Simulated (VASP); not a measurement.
# GaN (P6_3mc) in VASP: settings compared, part 2 of 2

VASP 6.6.1.

**3. Single point, LDA (volume scaled by 0.94)**

The input, INCAR:

```
PREC     = Accurate       # precision mode
ENCUT    = 520            # plane-wave cutoff, eV
EDIFF    = 1E-6           # SCF threshold, eV
ISMEAR   = -1             # smearing method
SIGMA    = 0.05           # smearing width, eV
LREAL    = F              # projectors in reciprocal space
LASPH    = T              # aspherical terms in the spheres
NELM     = 80             # most SCF steps
ALGO     = Normal         # electronic algorithm
ISIF     = 2              # what is computed and relaxed
LWAVE    = F              # write WAVECAR
LCHARG   = F              # write CHGCAR
NBANDS   = 26             # bands
```

The input, KPOINTS:

```
regular mesh
0
Gamma
  10 10 5
```

The input, POSCAR:

```
GaN
1.0
    3.1150838257      0.0000000000      0.0000000000
   -1.5575419129      2.6977417280      0.0000000000
    0.0000000000      0.0000000000      5.0605418376
Ga N
2 2
Direct
    0.6666666667      0.3333333333      0.5000000000
    0.3333333333      0.6666666667      0.0000000000
    0.6666666667      0.3333333333      0.8750000000
    0.3333333333      0.6666666667      0.3750000000
```

Potentials or basis: VASP PAW LDA potentials, release 64 (Ga_d, N).

On the command line:

```console
$ cat potpaw_LDA.64/Ga_d/POTCAR potpaw_LDA.64/N/POTCAR > POTCAR
$ mpirun -np 1 vasp_std > vasp.out
```

OUTCAR:

```text
PREC = Accurate
   ENCUT = 520
   EDIFF = 1E-6
   ISMEAR = -1
   LREAL = F
   LASPH = T
   NELM = 80
   ISIF = 2

 ion  position               nearest neighbor table
   1  0.667  0.333  0.500-   3 1.90   4 1.91   4 1.91   4 1.91
   2  0.333  0.667  0.000-   4 1.90   3 1.91   3 1.91   3 1.91
   3  0.667  0.333  0.875-   1 1.90   2 1.91   2 1.91   2 1.91
   4  0.333  0.667  0.375-   2 1.90   1 1.91   1 1.91   1 1.91

  LATTYP: Found a hexagonal cell.
 ALAT       =     3.1150838257
 C/A-ratio  =     1.6245283019

  Lattice vectors:

 A1 = (   3.1150838257,   0.0000000000,   0.0000000000)
 A2 = (  -1.5575419129,   2.6977417280,   0.0000000000)
 A3 = (   0.0000000000,   0.0000000000,   5.0605418376)

Analysis of symmetry for initial positions (statically):
=====================================================================
 Subroutine PRICEL returns:
 Original cell was already a primitive cell.

 Routine SETGRP: Setting up the symmetry group for a
 hexagonal supercell.

 Subroutine GETGRP returns: Found 12 space group operations
 (whereof  6 operations were pure point group operations)
 out of a pool of 24 trial point group operations.

The static configuration has the point symmetry C_3v.
 The point group associated with its full space group is C_6v.

Analysis of symmetry for dynamics (positions and initial velocities):
=====================================================================
 Subroutine PRICEL returns:
 Original cell was already a primitive cell.

 Routine SETGRP: Setting up the symmetry group for a
 hexagonal supercell.

 Subroutine GETGRP returns: Found 12 space group operations
 (whereof  6 operations were pure point group operations)
 out of a pool of 24 trial point group operations.

The dynamic configuration has the point symmetry C_3v.
 The point group associated with its full space group is C_6v.

[... 113 lines left out ...]
   NELECT =      36.0000    total number of electrons
   NUPDOWN=      -1.0000    fix difference up-down
   EMIN   =  10.00;   EMAX   =-10.00  energy-range for DOS
   EFERMI =   0.00;   METHOD = LEGACY
   ISMEAR =    -1;   SIGMA  =   0.05  broadening in eV -4-tet -1-fermi 0-gaus
   EFERMI_NEDOS =   21; number of points for ismear=-14 and -15
   IALGO  =     38    algorithm
   IMIX   =      4    mixing-type and parameters
     AMIX     =   0.40;   BMIX     =  1.00
     AMIX_MAG =   1.60;   BMIX_MAG =  1.00
  volume/ion in A,a.u.               =      10.63        71.75
  Fermi-wavevector in a.u.,A,eV,Ry     =   1.548650  2.926524 32.631083  2.398317
  Thomas-Fermi vector in A             =   2.653570
   LORBIT       =      0    0 simple, 1 ext, 2 COOP (PROOUT), +10 PAW based schemes
   GGA     = CA    functional components
   LHFCALC =     F    Hartree Fock is set to
   AEXX    =    0.0000 exact exchange contribution
   IVDW    =     0    specifies the selected vdW correction
   LEPSILON=     F    determine dielectric tensor
   LRPA    =     F    only Hartree local field effects (RPA)
 non-spin polarized calculation
  energy-cutoff  :      520.00
  volume of cell :       42.53
 maximum number of plane-waves:      1165
 NGX is ok and might be reduce to    24
   NGX = 11   NGY = 11   NGZ = 19

 number of electron      36.0000024 magnetization

 Free energy of the ion-electron system (eV)
  ---------------------------------------------------
  ext. energy  EPLUGINS =         0.00000000
  ---------------------------------------------------
  free energy    TOTEN  =       -27.85116529 eV

  energy without entropy =      -27.85116529  energy(sigma->0) =      -27.85116529

 E-fermi :   6.9453     XC(G=0): -12.5094

 val. band max:        5.8963126276   @ k =   0.0000   0.0000   0.0000
 cond. band min:       8.3041299715   @ k =   0.0000   0.0000   0.0000
 fundamental gap:      2.4078173439
 Fermi energy:         6.9453414331

 k-point     1 :       0.0000    0.0000    0.0000
  band No.  band energies     occupation
      1     -10.6066      2.00000
      2      -9.4825      2.00000
      3      -7.7505      2.00000
      4      -7.7246      2.00000
      5      -7.7246      2.00000
      6      -7.6471      2.00000
[... 685 lines left out ...]
     25      18.0583      0.00000
     26      19.7173      0.00000

 [... further k-points ...]
[... 5 lines left out ...]
  --------------------------------------------------------------------------------------
  -------------------------------------------------------------------------------------
  Total        2.3666490      2.3666490      3.1166194     -0.0000000     -0.0000000      0.0000000
  in kB       89.1614863     89.1614863    117.4159831     -0.0000000     -0.0000000      0.0000000
  external PRESSURE =      98.5796519 kB  Pullay stress =       0.0000000 kB

 VOLUME and BASIS-vectors are now :
 -----------------------------------------------------------------------------
  energy-cutoff  :      520.00
  volume of cell :       42.53
      direct lattice vectors                 reciprocal lattice vectors
     3.115083826  0.000000000  0.000000000     0.321018649  0.185340203  0.000000000
    -1.557541913  2.697741728  0.000000000     0.000000000  0.370680406  0.000000000
     0.000000000  0.000000000  5.060541838     0.000000000  0.000000000  0.197607298

 POSITION                                       TOTAL-FORCE (eV/Angst)
 -----------------------------------------------------------------------------------
      1.55754      0.89925      2.53027        -0.000000      0.000000     -0.145047
     -0.00000      1.79849      0.00000         0.000000     -0.000000     -0.145047
      1.55754      0.89925      4.42797        -0.000000     -0.000000      0.145047
     -0.00000      1.79849      1.89770         0.000000      0.000000      0.145047
 -----------------------------------------------------------------------------------
    total drift:                               -0.000000      0.000000     -0.000174

  FREE ENERGIE OF THE ION-ELECTRON SYSTEM (eV)
  ---------------------------------------------------
  free  energy   TOTEN  =       -27.8511652914 eV

  energy  without entropy=      -27.8511652914  energy(sigma->0) =      -27.85116529
```

OSZICAR:

```text
N       E                     dE             d eps       ncg     rms          rms(c)
DAV:   1     0.271677931866E+03    0.27168E+03   -0.17674E+04  2402   0.263E+03
DAV:   2     0.122641002144E+01   -0.27045E+03   -0.25555E+03  2400   0.481E+02
DAV:   3    -0.312145891393E+02   -0.32441E+02   -0.32015E+02  2564   0.139E+02
DAV:   4    -0.321695345903E+02   -0.95495E+00   -0.95128E+00  2572   0.252E+01
DAV:   5    -0.321882657220E+02   -0.18731E-01   -0.18706E-01  2692   0.332E+00    0.110E+01
DAV:   6    -0.278823578437E+02    0.43059E+01   -0.10171E+01  3614   0.527E+01    0.316E+00
DAV:   7    -0.279127166633E+02   -0.30359E-01   -0.13472E+00  2384   0.832E+00    0.263E+00
DAV:   8    -0.278732582616E+02    0.39458E-01   -0.23324E-01  3618   0.541E+00    0.124E+00
DAV:   9    -0.278506407794E+02    0.22617E-01   -0.64718E-02  3532   0.413E+00    0.328E-01
DAV:  10    -0.278513512195E+02   -0.71044E-03   -0.54573E-03  2312   0.529E-01    0.144E-01
DAV:  11    -0.278511689740E+02    0.18225E-03   -0.83792E-04  3250   0.541E-01    0.542E-02
DAV:  12    -0.278511862444E+02   -0.17270E-04   -0.11648E-04  2306   0.675E-02    0.809E-02
DAV:  13    -0.278511694246E+02    0.16820E-04   -0.17238E-05  3216   0.561E-02    0.401E-02
DAV:  14    -0.278511657724E+02    0.36522E-05   -0.78494E-06  3300   0.271E-02    0.167E-02
DAV:  15    -0.278511652914E+02    0.48105E-06   -0.11909E-06  1442   0.809E-03
   1 F= -.27851165E+02 E0= -.27851165E+02  d E =-.137353E-10
```

Wall time 1.7 min (1 thread of AMD EPYC 7R13, shared host); peak memory 0.13 GiB.

Results:

```
Free energy            : -27.8512 eV
Pressure               : 9.9 GPa
Largest force          : 0.145 eV/Å
Band gap on the k mesh : 2.41 eV, direct
```

Forces on the atoms (eV/Å):
```
Ga   0.000  0.000 -0.145
Ga   0.000  0.000 -0.145
N    0.000  0.000  0.145
N    0.000  0.000  0.145
```

Stress tensor (GPa, compression positive):
```
 8.92  0.00  0.00
 0.00  8.92  0.00
 0.00  0.00 11.74
```

Levels at points of the mesh, in eV from the valence-band top:
```csv
k point,band 16,band 17,band 18,band 19,band 20,band 21
"(0.00, 0.00, 0.00)",-0.07,0.00,0.00,2.41,4.61,9.46
"(0.50, 0.00, 0.00)",-3.04,-2.49,-1.08,5.08,5.83,6.17
```

**4. Single point, LDA (volume scaled by 0.98)**

The input, INCAR:

```
  ALGO = Normal
  EDIFF = 1E-7
  ENCUT = 520
  GGA = CA
  ISIF = 2
  ISMEAR = -1
  LASPH = True
  LCHARG = False
  LREAL = False
  LWAVE = False
  NBANDS = 26
  NELM = 100
  PREC = Accurate
  SIGMA = 0.05
```

The input, KPOINTS:

```
k-points
0
Gamma
  10 10 5
```

The input, POSCAR:

```
GaN
1.0
    3.1586570750      0.0000000000      0.0000000000
   -1.5793285375      2.7354772688      0.0000000000
    0.0000000000      0.0000000000      5.1313278144
Ga N
2 2
Direct
    0.6666666667      0.3333333333      0.5000000000
    0.3333333333      0.6666666667      0.0000000000
    0.6666666667      0.3333333333      0.8750000000
    0.3333333333      0.6666666667      0.3750000000
```

Potentials or basis: VASP PAW LDA potentials, release 64 (Ga_d, N).

On the command line:

```console
$ cat potpaw_LDA.64/Ga_d/POTCAR potpaw_LDA.64/N/POTCAR > POTCAR
$ mpirun -np 1 vasp_std > vasp.out
```

OUTCAR:

```text
EDIFF = 1E-7
   ENCUT = 520
   GGA = CA
   ISIF = 2
   ISMEAR = -1
   LASPH = True
   LREAL = False
   NELM = 100
   PREC = Accurate

 ion  position               nearest neighbor table
   1  0.667  0.333  0.500-   3 1.92   4 1.93   4 1.93   4 1.93
   2  0.333  0.667  0.000-   4 1.92   3 1.93   3 1.93   3 1.93
   3  0.667  0.333  0.875-   1 1.92   2 1.93   2 1.93   2 1.93
   4  0.333  0.667  0.375-   2 1.92   1 1.93   1 1.93   1 1.93

  LATTYP: Found a hexagonal cell.
 ALAT       =     3.1586570750
 C/A-ratio  =     1.6245283019

  Lattice vectors:

 A1 = (   3.1586570750,   0.0000000000,   0.0000000000)
 A2 = (  -1.5793285375,   2.7354772688,   0.0000000000)
 A3 = (   0.0000000000,   0.0000000000,   5.1313278144)

Analysis of symmetry for initial positions (statically):
=====================================================================
 Subroutine PRICEL returns:
 Original cell was already a primitive cell.

 Routine SETGRP: Setting up the symmetry group for a
 hexagonal supercell.
[... 164 lines left out ...]

 Free energy of the ion-electron system (eV)
  ---------------------------------------------------
  ext. energy  EPLUGINS =         0.00000000
  ---------------------------------------------------
  free energy    TOTEN  =       -27.90880014 eV

  energy without entropy =      -27.90880014  energy(sigma->0) =      -27.90880014

 E-fermi :   6.4140     XC(G=0): -12.2826

 val. band max:        5.4104237040   @ k =   0.0000   0.0000   0.0000
 cond. band min:       7.5361257027   @ k =   0.0000   0.0000   0.0000
 fundamental gap:      2.1257019987
 Fermi energy:         6.4139554923

 k-point     1 :       0.0000    0.0000    0.0000
  band No.  band energies     occupation
      1     -10.7092      2.00000
      2      -9.7312      2.00000
      3      -8.1804      2.00000
      4      -8.1571      2.00000
      5      -8.1571      2.00000
      6      -8.0890      2.00000
[... 685 lines left out ...]
     25      17.3129      0.00000
     26      18.8216      0.00000

 [... further k-points ...]
[... 5 lines left out ...]
  --------------------------------------------------------------------------------------
  -------------------------------------------------------------------------------------
  Total       -0.0759093     -0.0759093      0.5797313      0.0000000      0.0000000      0.0000000
  in kB       -2.7430927     -2.7430927     20.9494174      0.0000000      0.0000000      0.0000000
  external PRESSURE =       5.1544107 kB  Pullay stress =       0.0000000 kB

 VOLUME and BASIS-vectors are now :
 -----------------------------------------------------------------------------
  energy-cutoff  :      520.00
  volume of cell :       44.34
      direct lattice vectors                 reciprocal lattice vectors
     3.158657075  0.000000000  0.000000000     0.316590240  0.182783460  0.000000000
    -1.579328537  2.735477269  0.000000000     0.000000000  0.365566920  0.000000000
     0.000000000  0.000000000  5.131327814     0.000000000  0.000000000  0.194881332

 POSITION                                       TOTAL-FORCE (eV/Angst)
 -----------------------------------------------------------------------------------
      1.57933      0.91183      2.56566        -0.000000      0.000000     -0.133296
     -0.00000      1.82365      0.00000         0.000000     -0.000000     -0.133296
      1.57933      0.91183      4.48991        -0.000000     -0.000000      0.133296
     -0.00000      1.82365      1.92425         0.000000      0.000000      0.133296
 -----------------------------------------------------------------------------------
    total drift:                               -0.000001     -0.000001      0.000265

  FREE ENERGIE OF THE ION-ELECTRON SYSTEM (eV)
  ---------------------------------------------------
  free  energy   TOTEN  =       -27.9088001384 eV

  energy  without entropy=      -27.9088001384  energy(sigma->0) =      -27.90880014
```

OSZICAR:

```text
N       E                     dE             d eps       ncg     rms          rms(c)
DAV:   1     0.268537446963E+03    0.26854E+03   -0.17714E+04  2450   0.259E+03
DAV:   2     0.195322462276E+01   -0.26658E+03   -0.25196E+03  2352   0.481E+02
DAV:   3    -0.310513374437E+02   -0.33005E+02   -0.32546E+02  2594   0.138E+02
DAV:   4    -0.320493942952E+02   -0.99806E+00   -0.99384E+00  2604   0.257E+01
DAV:   5    -0.320682672761E+02   -0.18873E-01   -0.18853E-01  2672   0.343E+00    0.108E+01
DAV:   6    -0.279447902850E+02    0.41235E+01   -0.10156E+01  3598   0.508E+01    0.317E+00
DAV:   7    -0.279693506800E+02   -0.24560E-01   -0.12364E+00  2372   0.831E+00    0.258E+00
DAV:   8    -0.279316985685E+02    0.37652E-01   -0.24936E-01  3518   0.508E+00    0.133E+00
DAV:   9    -0.279083023247E+02    0.23396E-01   -0.63195E-02  3464   0.391E+00    0.388E-01
DAV:  10    -0.279089922967E+02   -0.68997E-03   -0.63390E-03  2320   0.560E-01    0.188E-01
DAV:  11    -0.279088105252E+02    0.18177E-03   -0.10333E-03  3210   0.614E-01    0.783E-02
DAV:  12    -0.279088287504E+02   -0.18225E-04   -0.13362E-04  2302   0.726E-02    0.103E-01
DAV:  13    -0.279088140851E+02    0.14665E-04   -0.81999E-06  2884   0.247E-02    0.805E-02
DAV:  14    -0.279088038442E+02    0.10241E-04   -0.11182E-05  3588   0.299E-02    0.422E-02
DAV:  15    -0.279088022899E+02    0.15543E-05   -0.17009E-06  3344   0.110E-02    0.312E-02
DAV:  16    -0.279088002784E+02    0.20115E-05   -0.27079E-06  2770   0.195E-02    0.121E-02
DAV:  17    -0.279088001343E+02    0.14412E-06   -0.12501E-06  3050   0.758E-03    0.242E-03
DAV:  18    -0.279088001384E+02   -0.40909E-08   -0.81999E-08  1470   0.204E-03
   1 F= -.27908800E+02 E0= -.27908800E+02  d E =-.355006E-10
```

stdout:

```text
POSCAR found type information on POSCAR GaN
 POSCAR found :  2 types and       4 ions
 scaLAPACK will be used
 LDA part: xc-table for (Slater(with rela. corr.)+CA(PZ))
 , standard interpolation
 POSCAR, INCAR and KPOINTS ok, starting setup
 FFT: planning ... GRIDC
 FFT: planning ... GRID_SOFT
 FFT: planning ... GRID
 WAVECAR not read
 entering main loop
```

Wall time 2.1 min (1 thread of AMD EPYC 7R13, shared host); peak memory 0.14 GiB.

Results:

```yaml
Free_energy: -27.9088 eV
Pressure: 0.5 GPa
Largest_force: 0.133 eV/Å
Band_gap_on_the_k_mesh: 2.13 eV, direct
```

Forces on the atoms (eV/Å):
```
Ga   0.000  0.000 -0.133
Ga   0.000  0.000 -0.133
N    0.000  0.000  0.133
N    0.000  0.000  0.133
```

Levels at points of the mesh, in eV from the valence-band top:
| k point | band 16 | band 17 | band 18 | band 19 | band 20 | band 21 |
| --- | --- | --- | --- | --- | --- | --- |
| (0.00, 0.00, 0.00) | -0.06 | 0.00 | 0.00 | 2.13 | 4.34 | 9.22 |
| (0.50, 0.00, 0.00) | -2.89 | -2.36 | -1.03 | 4.97 | 5.64 | 6.00 |

**5. Single point, LDA (volume scaled by 1.02)**

The input, INCAR:

```
PREC     = Accurate       # precision mode
ENCUT    = 520            # plane-wave cutoff, eV
EDIFF    = 1E-6           # SCF threshold, eV
ISMEAR   = -1             # smearing method
SIGMA    = 0.05           # smearing width, eV
LREAL    = F              # projectors in reciprocal space
LASPH    = T              # aspherical terms in the spheres
NELM     = 100            # most SCF steps
ALGO     = Normal         # electronic algorithm
ISIF     = 2              # what is computed and relaxed
LWAVE    = F              # write WAVECAR
LCHARG   = T              # write CHGCAR
GGA      = CA             # functional
LELF     = T              # ELF
LVHAR    = T            
NBANDS   = 26             # bands
```

The input, KPOINTS:

```
regular mesh
0
Gamma
  10 10 5
```

The input, POSCAR:

```
GaN
1.0
    3.2010602164      0.0000000000      0.0000000000
   -1.6005301082      2.7721994664      0.0000000000
    0.0000000000      0.0000000000      5.2002129176
Ga N
2 2
Direct
    0.6666666667      0.3333333333      0.5000000000
    0.3333333333      0.6666666667      0.0000000000
    0.6666666667      0.3333333333      0.8750000000
    0.3333333333      0.6666666667      0.3750000000
```

On the command line:

```console
$ cat potpaw_LDA.64/Ga_d/POTCAR potpaw_LDA.64/N/POTCAR > POTCAR
$ mpirun -np 1 vasp_std > vasp.out
```

Wall time 2.1 min (1 thread of AMD EPYC 7R13, shared host); peak memory 0.14 GiB.

It converged, with:

```
Free energy            : -27.8718 eV
Pressure               : -7.0 GPa
Largest force          : 0.123 eV/Å
Band gap on the k mesh : 1.85 eV, direct
```

Forces in eV/Å, atoms in the order of the input:
```
Ga   0.000  0.000 -0.123
Ga   0.000  0.000 -0.123
N    0.000  0.000  0.123
N    0.000  0.000  0.123
```

Stress tensor (GPa, compression positive):
```
-7.65  0.00  0.00
 0.00 -7.65  0.00
 0.00  0.00 -5.66
```

Levels at points of the mesh, in eV from the valence-band top:
```csv
k point,band 16,band 17,band 18,band 19,band 20,band 21
"(0.00, 0.00, 0.00)",-0.06,0.00,0.00,1.85,4.08,8.99
"(0.50, 0.00, 0.00)",-2.74,-2.25,-0.98,4.86,5.41,5.88
```

**6. The runs side by side**

| level | potentials or basis | cell | k mesh | gap on the mesh (eV) | pressure (GPa) | largest force (eV/Å) |
| --- | --- | --- | --- | --- | --- | --- |
| PBE | VASP PAW PBE potentials, release 64 (Ga_d, N) | a = 3.180, b = 3.180, c = 5.166 Å, angles 90.0, 90.0, 120.0°, 4 atoms | 17 × 17 × 9 | 1.97 | 7.4 | 0.13 |
| LDA | VASP PAW LDA potentials, release 64 (Ga_d, N) | a = 3.115, b = 3.115, c = 5.061 Å, angles 90.0, 90.0, 120.0°, 4 atoms | 10 × 10 × 5 | 2.41 | 9.9 | 0.15 |
| LDA | VASP PAW LDA potentials, release 64 (Ga_d, N) | a = 3.159, b = 3.159, c = 5.131 Å, angles 90.0, 90.0, 120.0°, 4 atoms | 10 × 10 × 5 | 2.13 | 0.5 | 0.13 |
| LDA | VASP PAW LDA potentials, release 64 (Ga_d, N) | a = 3.201, b = 3.201, c = 5.200 Å, angles 90.0, 90.0, 120.0°, 4 atoms | 10 × 10 × 5 | 1.85 | -7.0 | 0.12 |

Alike in all rows: task single point; no spin polarisation; cutoff (eV) 520; smearing fermi-dirac 0.05 eV.

Absolute energies hang on the potentials; compare differences alone.
